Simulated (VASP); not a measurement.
# Si (Cm) in VASP: single point with r2SCAN

Aim: the single point of Si with r2SCAN.

Program: VASP 6.6.1. These are calculated values, not measurements. Logs are shortened: lines on timing, memory, paths and dates and some standing lists are left out, and cuts for length are marked.

## (1) The cell of the first run

The structure is monoclinic, space group Cm (No. 8). The conventional cell has a = 6.637 Å, b = 3.832 Å, c = 12.732 Å, α = 90.00°, β = 94.99°, γ = 90.00°. Si (site symmetry m) has 4 Si at 2.35 to 2.62 Å within 3.1 Å. Si (site symmetry m) has 4 Si at 2.35 to 2.37 Å within 3.1 Å. Within 3.1 Å of Si (site symmetry m) lie 4 Si at 2.35 to 2.37 Å. Within 3.1 Å of Si (site symmetry m) lie 4 Si at 2.35 to 2.37 Å. Si (site symmetry m) has 4 Si at 2.35 to 2.62 Å within 3.1 Å. Si (site symmetry m) has 4 Si at 2.35 to 2.37 Å within 3.1 Å. Within 3.1 Å of Si (site symmetry m) lie 4 Si at 2.35 to 2.37 Å. Within 3.1 Å of Si (site symmetry m) lie 4 Si at 2.35 to 2.37 Å.

## (2) Single point, r2SCAN

The input, POSCAR:

```
Si
1.0
   -3.8319083606      0.0000000000      0.0000000000
   -1.9159541803     -3.3185299852      0.0000000000
   -0.9581686856     -0.5531989485     12.6836398318
Si
8
Direct
    0.1822122086      0.1822122086      0.9065454392
    0.2655622086      0.2655622086      0.4065454392
    0.6405705420      0.6405705420      0.1565454392
    0.5572205420      0.5572205420      0.6565454392
    0.3177544580      0.3177544580      0.0934545608
    0.2344044580      0.2344044580      0.5934545608
    0.6094127914      0.6094127914      0.3434545608
    0.5260627914      0.5260627914      0.8434545608
```

The input, INCAR.step1:

```
  PREC = Accurate
  ENCUT = 520
  ISMEAR = 0
  SIGMA = 0.05
  LREAL = False
  LASPH = True
  NELM = 80
  NBANDS = 26
  GGA = PE
  ALGO = Normal
  EDIFF = 1E-4
  LWAVE = True
  LCHARG = False
```

The input, INCAR.step2:

```
  PREC = Accurate
  ENCUT = 520
  EDIFF = 1E-6
  ISMEAR = 0
  SIGMA = 0.05
  LREAL = False
  LASPH = True
  NELM = 80
  ALGO = Normal
  ISIF = 2
  LWAVE = False
  LCHARG = True
  METAGGA = R2SCAN
  LMIXTAU = True
  LELF = True
  LVHAR = True
  NBANDS = 26
  ISTART = 1
```

The input, KPOINTS:

```
regular mesh
0
Gamma
  8 8 2
```

Potentials or basis: VASP PAW PBE potentials, release 64 (Si).

On the command line:

```sh
$ cat potpaw_PBE.64/Si/POTCAR > POTCAR
$ cp INCAR.step1 INCAR
$ mpirun -np 1 vasp_std > vasp.out
$ cp INCAR.step2 INCAR
$ mpirun -np 1 vasp_std > vasp.out
```

OUTCAR:

```text
PREC = Accurate
   ENCUT = 520
   EDIFF = 1E-6
   ISMEAR = 0
   LREAL = False
   LASPH = True
   NELM = 80
   ISIF = 2
   METAGGA = R2SCAN
   ISTART = 1

 ion  position               nearest neighbor table
   1  0.182  0.182  0.907-   8 2.35   8 2.35   8 2.35   5 2.62
   2  0.266  0.266  0.407-   7 2.35   7 2.35   7 2.35   6 2.37
   3  0.641  0.641  0.157-   5 2.35   5 2.35   5 2.35   7 2.37
   4  0.557  0.557  0.657-   6 2.35   6 2.35   6 2.35   8 2.37
   5  0.318  0.318  0.093-   3 2.35   3 2.35   3 2.35   1 2.62
   6  0.234  0.234  0.593-   4 2.35   4 2.35   4 2.35   2 2.37
   7  0.609  0.609  0.343-   2 2.35   2 2.35   2 2.35   3 2.37
   8  0.526  0.526  0.843-   1 2.35   1 2.35   1 2.35   4 2.37

  LATTYP: Found a base centered monoclinic cell.
 ALAT       =     6.6370599705
 B/A-ratio  =     0.5773502692
 C/A-ratio  =     1.9182897486
 COS(beta)  =    -0.0869003236

  Lattice vectors:

 A1 = (   3.8319083606,   0.0000000000,   0.0000000000)
 A2 = (   1.9159541803,   3.3185299852,   0.0000000000)
 A3 = (  -0.9581686856,  -0.5531989485,  12.6836398318)

Analysis of symmetry for initial positions (statically):
=====================================================================
 Subroutine PRICEL returns:
 Original cell was already a primitive cell.

 Routine SETGRP: Setting up the symmetry group for a
 base centered monoclinic supercell.

 Subroutine GETGRP returns: Found  2 space group operations
 (whereof  2 operations were pure point group operations)
 out of a pool of  4 trial point group operations.

The static configuration has the point symmetry C_1h.

Analysis of symmetry for dynamics (positions and initial velocities):
=====================================================================
 Subroutine PRICEL returns:
 Original cell was already a primitive cell.

 Routine SETGRP: Setting up the symmetry group for a
 base centered monoclinic supercell.

 Subroutine GETGRP returns: Found  2 space group operations
 (whereof  2 operations were pure point group operations)
 out of a pool of  4 trial point group operations.

The dynamic configuration has the point symmetry C_1h.

 Subroutine INISYM returns: Found  2 space group operations
 (whereof  2 operations are pure point group operations),
 and found     1 'primitive' translations

----------------------------------------------------------------------------------------

                                     Primitive cell

  volume of cell :     161.2890

  direct lattice vectors                    reciprocal lattice vectors
    -3.831908361  0.000000000  0.000000000    -0.260966575  0.150669122 -0.013142915
    -1.915954180 -3.318529985  0.000000000     0.000000000 -0.301338244 -0.013142915
    -0.958168686 -0.553198948 12.683639832     0.000000000  0.000000000  0.078841722

  length of vectors
     3.831908361  3.831908361 12.731804102     0.301624723  0.301624723  0.078841722

  position of ions in fractional coordinates (direct lattice)
     0.182212209  0.182212209  0.906545439
     0.265562209  0.265562209  0.406545439
     0.640570542  0.640570542  0.156545439
     0.557220542  0.557220542  0.656545439
     0.317754458  0.317754458  0.093454561
     0.234404458  0.234404458  0.593454561
     0.609412791  0.609412791  0.343454561
     0.526062791  0.526062791  0.843454561

  ion indices of the primitive-cell ions
   primitive index   ion index
                 1           1
                 2           2
                 3           3
                 4           4
                 5           5
                 6           6
                 7           7
                 8           8

----------------------------------------------------------------------------------------

 KPOINTS: regular mesh

Automatic generation of k-mesh.
 Grid dimensions read from file:
 generate k-points for:    8    8    2

 Generating k-lattice:

  Cartesian coordinates                     Fractional coordinates (reciprocal lattice)
    -0.032620822  0.018833640 -0.001642864     0.125000000  0.000000000  0.000000000
     0.000000000 -0.037667281 -0.001642864     0.000000000  0.125000000 -0.000000000
     0.000000000  0.000000000  0.039420861     0.000000000  0.000000000  0.500000000

  Length of vectors
     0.037703090  0.037703090  0.039420861

  Shift w.r.t. Gamma in fractional coordinates (k-lattice)
     0.000000000  0.000000000  0.000000000

 Subroutine IBZKPT returns following result:
 ===========================================

 Found     42 irreducible k-points:

 Following reciprocal coordinates:
            Coordinates               Weight
  0.000000  0.000000  0.000000      1.000000
  0.125000  0.000000 -0.000000      4.000000
  0.250000  0.000000 -0.000000      4.000000
  0.375000  0.000000  0.000000      4.000000
  0.500000  0.000000 -0.000000      2.000000
  0.125000  0.125000  0.000000      2.000000
[... 16 lines left out ...]
  0.125000  0.000000  0.500000      4.000000
  0.250000  0.000000  0.500000      4.000000
 [... further k-points ...]
   k-points           NKPTS =     42   k-points in BZ     NKDIM =     42   number of bands    NBANDS=     26
   number of dos      NEDOS =    301   number of ions     NIONS =      8
   total plane-waves  NPLWV =  75264
   dimension x,y,z NGX =    28 NGY =   28 NGZ =   96
   dimension x,y,z NGXF=    56 NGYF=   56 NGZF=  192
   ions per type =               8
   NGX,Y,Z   is equivalent  to a cutoff of  12.15, 12.15, 12.54 a.u.
   NGXF,Y,Z  is equivalent  to a cutoff of  24.30, 24.30, 25.07 a.u.
 SYSTEM =  unknown system
   PREC   = accura    normal or accurate (medium, high low for compatibility)
   ISTART =      1    job   : 0-new  1-cont  2-samecut
   ICHARG =      0    charge: 1-file 2-atom 10-const
   ISPIN  =      1    spin polarized calculation?
   LNONCOLLINEAR =      F non collinear calculations
   LSORBIT =      F    spin-orbit coupling
   LASPH  =      T    aspherical Exc in radial PAW
   ENCUT  =  520.0 eV  38.22 Ry    6.18 a.u.   7.12  7.12 23.67*2*pi/ulx,y,z
   NELM   =     80;   NELMIN=  2; NELMDL=  0     # of ELM steps
   EDIFF  = 0.1E-05   stopping-criterion for ELM
   LREAL  =      F    real-space projection
   EDIFFG = 0.1E-04   stopping-criterion for IOM
   NSW    =      0    number of steps for IOM
   IBRION =     -1    ionic relax: 0-MD 1-quasi-New 2-CG
   NFREE  =      0    steps in history (QN), initial steepest desc. (CG)
   ISIF   =      2    stress and relaxation
   ISYM   =      2    0-nonsym 1-usesym 2-fastsym
   POTIM  = 0.5000    time-step for ionic-motion
   TEBEG  =    0.0;   TEEND  =   0.0 temperature during run
   PSTRESS=    0.0 pullay stress
   NELECT =      32.0000    total number of electrons
   NUPDOWN=      -1.0000    fix difference up-down
   EMIN   =  10.00;   EMAX   =-10.00  energy-range for DOS
   EFERMI =   0.00;   METHOD = LEGACY
   ISMEAR =     0;   SIGMA  =   0.05  broadening in eV -4-tet -1-fermi 0-gaus
   EFERMI_NEDOS =   21; number of points for ismear=-14 and -15
   IALGO  =     38    algorithm
   IMIX   =      4    mixing-type and parameters
     AMIX     =   0.40;   BMIX     =  1.00
     AMIX_MAG =   1.60;   BMIX_MAG =  1.00
  volume/ion in A,a.u.               =      20.16       136.05
  Fermi-wavevector in a.u.,A,eV,Ry     =   0.954824  1.804355 12.404275  0.911688
  Thomas-Fermi vector in A             =   2.083606
   LORBIT       =      0    0 simple, 1 ext, 2 COOP (PROOUT), +10 PAW based schemes
   METAGGA = R2SCAN    functional components
   LHFCALC =     F    Hartree Fock is set to
   AEXX    =    0.0000 exact exchange contribution
   IVDW    =     0    specifies the selected vdW correction
   LEPSILON=     F    determine dielectric tensor
   LRPA    =     F    only Hartree local field effects (RPA)
 non-spin polarized calculation
 Gauss-broadening in eV      SIGMA  =   0.05
  energy-cutoff  :      520.00
  volume of cell :      161.29
 maximum number of plane-waves:      4368
   NGX = 15   NGY = 15   NGZ = 47

 number of electron      32.0000001 magnetization

 Free energy of the ion-electron system (eV)
  ---------------------------------------------------
  ext. energy  EPLUGINS =         0.00000000
  ---------------------------------------------------
  free energy    TOTEN  =       -69.38004869 eV

  energy without entropy =      -69.38004818  energy(sigma->0) =      -69.38004844

 E-fermi :   6.1240     XC(G=0):  -9.8488

 val. band max:        5.9938152953   @ k =   0.0000   0.0000   0.0000
 cond. band min:       6.2602256771   @ k =   0.3750   0.3750   0.5000
 fundamental gap:      0.2664103818
 Fermi energy:         6.1239607622

 k-point     1 :       0.0000    0.0000    0.0000
  band No.  band energies     occupation
      1      -6.7961      2.00000
      2      -6.0020      2.00000
      3      -5.9506      2.00000
      4      -4.4453      2.00000
      5      -1.4586      2.00000
      6       1.5087      2.00000
[... 18 lines left out ...]
     25       9.2905      0.00000
     26       9.3041      0.00000

 k-point     2 :       0.1250    0.0000   -0.0000
  band No.  band energies     occupation
      1      -6.6037      2.00000
      2      -5.8260      2.00000
      3      -5.7448      2.00000
      4      -4.2515      2.00000
      5      -1.3534      2.00000
      6       1.4819      2.00000
[... 18 lines left out ...]
     25       9.6734      0.00000
     26       9.9437      0.00000

 k-point     3 :       0.2500    0.0000   -0.0000
  band No.  band energies     occupation
      1      -6.0388      2.00000
      2      -5.2938      2.00000
      3      -5.1602      2.00000
      4      -3.6811      2.00000
      5      -1.2337      2.00000
      6       0.7190      2.00000
[... 572 lines left out ...]
 k-point    23 :       0.1250    0.0000    0.5000
  band No.  band energies     occupation
      1      -6.4107      2.00000
      2      -6.3782      2.00000
      3      -4.9391      2.00000
      4      -4.8202      2.00000
      5      -0.4681      2.00000
      6      -0.2210      2.00000
[... 18 lines left out ...]
     25       9.6774      0.00000
     26      10.0282      0.00000

 k-point    24 :       0.2500    0.0000    0.5000
  band No.  band energies     occupation
      1      -5.8629      2.00000
      2      -5.7999      2.00000
      3      -4.4103      2.00000
      4      -4.2349      2.00000
      5      -0.5223      2.00000
      6      -0.2515      2.00000
[... 18 lines left out ...]
     25      10.9945      0.00000
     26      11.3316      0.00000

 [... further k-points ...]

------------------------ aborting loop because EDIFF is reached ----------------------------------------

  FORCE on cell =-STRESS in cart. coord.  units (eV):
  Direction    XX          YY          ZZ          XY          YZ          ZX
  --------------------------------------------------------------------------------------
  -------------------------------------------------------------------------------------
  Total       -1.2957687     -0.3381154     -1.3104409     -0.8293522      2.1533343      3.7296814
  in kB      -12.8716232     -3.3586961    -13.0173707     -8.2384365     21.3903199     37.0490904
  external PRESSURE =      -9.7492300 kB  Pullay stress =       0.0000000 kB

 VOLUME and BASIS-vectors are now :
 -----------------------------------------------------------------------------
  energy-cutoff  :      520.00
  volume of cell :      161.29
      direct lattice vectors                 reciprocal lattice vectors
    -3.831908361  0.000000000  0.000000000    -0.260966575  0.150669122 -0.013142915
    -1.915954180 -3.318529985  0.000000000     0.000000000 -0.301338244 -0.013142915
    -0.958168686 -0.553198948 12.683639832     0.000000000  0.000000000  0.078841722

 POSITION                                       TOTAL-FORCE (eV/Angst)
 -----------------------------------------------------------------------------------
     -1.91595     -1.10618     11.49830        -0.976569     -0.563822      0.691884
     -1.91595     -1.10618      5.15648        -0.011707     -0.006759     -0.009739
     -3.83191     -2.21235      1.98557        -0.180671     -0.104311     -0.031718
     -3.83191     -2.21235      8.32739        -0.180379     -0.104142     -0.083364
     -1.91595     -1.10618      1.18534         1.175111      0.678450     -0.661298
     -1.91595     -1.10618      7.52716         0.014493      0.008367      0.014322
     -3.83191     -2.21235      4.35625         0.113499      0.065529      0.056442
     -3.83191     -2.21235     10.69807         0.046224      0.026687      0.023470
 -----------------------------------------------------------------------------------
    total drift:                               -0.000035     -0.000020      0.000038

  FREE ENERGIE OF THE ION-ELECTRON SYSTEM (eV)
  ---------------------------------------------------
  free  energy   TOTEN  =       -69.3800486950 eV

  energy  without entropy=      -69.3800481812  energy(sigma->0) =      -69.38004844
```

It took 10 min on 1 thread of Intel Xeon 8259CL, shared host; peak memory 0.35 GiB.

What came out:

| Quantity | Value |
| --- | --- |
| Free energy | -69.3800 eV |
| Pressure | -1.0 GPa |
| Largest force | 1.509 eV/Å |
| Band gap on the k mesh | 0.27 eV (least direct gap 1.49 eV) |

Forces in eV/Å, atoms in the order of the input:
```
Si  -0.977 -0.564  0.692
Si  -0.012 -0.007 -0.010
Si  -0.181 -0.104 -0.032
Si  -0.180 -0.104 -0.083
Si   1.175  0.678 -0.661
Si   0.014  0.008  0.014
Si   0.113  0.066  0.056
Si   0.046  0.027  0.023
```

Caveat: the PAW data sets were made with another functional, which shifts forces and pressure a little. A k mesh can miss the band edges.
